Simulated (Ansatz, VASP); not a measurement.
This is a calculation of BAs for Ansatz 0.2.0.

File input.yaml:

```yaml
crystal:
  lattice:
    - [0.0, 2.3885, 2.3885]
    - [2.3885, 0.0, 2.3885]
    - [2.3885, 2.3885, 0.0]
  atoms:
    - { symbol: As, position: [0.75, 0.75, 0.75] }
    - { symbol: B, position: [0.0, 0.0, 0.0] }
hamiltonian:
  xc: hf
  pseudopotentials: { kind: paw }
kpoints:
  mp_grid: { grid: [5, 5, 5] }
scf:
  occupations: { method: fermi_dirac, width: 0.05 }
output:
  forces: true
  stress: true
relax:
  f_tol: 0.01
  max_steps: 40
  cell: { stress_tol: 0.05 }
```

Potentials or basis: Ansatz PAW.

Run with:

```console
$ ansatz run input.yaml --threads 2 --pin off --max-ram 5632MiB --backend cpu --events-out ev --progress --plain --runs-dir out
```

Q: Set up the same calculation for VASP 6.6.1. Potentials there: VASP PAW PBE potentials, release 64 (As, B).

A: As run (the cutoff follows the program's own potentials):

Contents of POSCAR:

```
BAs
1.0
    0.0000000000      2.3885000000      2.3885000000
    2.3885000000      0.0000000000      2.3885000000
    2.3885000000      2.3885000000      0.0000000000
As B
1 1
Direct
    0.7500000000      0.7500000000      0.7500000000
    0.0000000000      0.0000000000      0.0000000000
```

File INCAR.step1:

```
  PREC = Accurate
  ENCUT = 600
  EDIFF = 1E-5
  ISMEAR = -1
  SIGMA = 0.05
  LREAL = False
  LASPH = True
  NELM = 60
  ALGO = Normal
  LWAVE = True
  LCHARG = False
  GGA = PE
  NBANDS = 11
```

File INCAR.step2:

```
  PREC = Accurate
  ENCUT = 600
  EDIFF = 1E-6
  ISMEAR = -1
  SIGMA = 0.05
  LREAL = False
  LASPH = True
  NELM = 60
  ALGO = Normal
  ISIF = 3
  LWAVE = False
  LCHARG = False
  GGA = PE
  LHFCALC = True
  AEXX = 1.0
  ALDAC = 0.0
  AGGAC = 0.0
  PRECFOCK = Normal
  IBRION = 2
  NSW = 60
  EDIFFG = -0.01
  ISTART = 1
```

The input KPOINTS:

```
regular mesh
0
Gamma
  5 5 5
```

Potentials or basis: VASP PAW PBE potentials, release 64 (As, B).

Run with:

```sh
$ cat potpaw_PBE.64/As/POTCAR potpaw_PBE.64/B/POTCAR > POTCAR
$ cp INCAR.step1 INCAR
$ mpirun -np 1 vasp_std > vasp.out
$ cp INCAR.step2 INCAR
$ mpirun -np 1 vasp_std > vasp.out
```

Both were run:

|  | VASP | Ansatz | Ansatz less VASP |
| --- | --- | --- | --- |
| gap on the k mesh at the Fermi level, each at its own relaxed structure (eV) | 7.57 | 7.36 | -0.216 |
| relaxed volume (Å³/atom) | 13.82 | 14.07 | +0.252 |
| relaxed cell length with the largest relative difference (Å) | 3.394 | 3.414 | +0.0205 |

VASP's potentials were made for PBE, not for HF. VASP's potentials hold 8 valence electrons a cell and Ansatz's 18, so a difference there can come from the potentials and not from the codes.

The k mesh is coarse, so the values compare programs but aren't converged. Noted on Ansatz's run: odd divisions of the mesh miss points on the zone boundary, where band edges often lie, so the gap on the mesh can be too wide; the plane-wave basis is chosen anew once the cell has moved, so the energies of steps on either side of that aren't comparable.
